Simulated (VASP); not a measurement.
Runs of VASP 6.6.1 on Os2I. The structure is that of space group Pn-3m (No. 224), or close to it. The cells are those of the table. 

```csv
task,cell,k mesh,cutoff (eV),gap on the mesh (eV),pressure (GPa),relaxed volume (Å³/atom)
single point,"a = 5.633 Å, 6 atoms",8 × 8 × 8,520,none,(a),-
single point,"a = 5.639 Å, 6 atoms",4 × 4 × 4,520,none,0.0,-
relaxation of cell and atoms,"relaxed from a = 5.639 Å, 6 atoms",8 × 8 × 8,600,none,0.0,29.83
relaxation of cell and atoms,"relaxed from a = 5.385 Å, 6 atoms",4 × 4 × 4,600,none,-0.1,29.91
```

Alike in all rows: level PBE; potentials or basis VASP PAW PBE potentials, release 64 (Os, I); no spin polarisation; smearing gaussian 0.1 eV.

Question: Fill in the values left out.

Answer: (a) 0.1.

Caveats: spin-orbit coupling is left out, which moves the levels of the heavy elements.

A k mesh can miss the band edges, and the runs leave out spin-orbit coupling on I, Os.

A gap of «none» marks levels without a gap at the run's occupations.
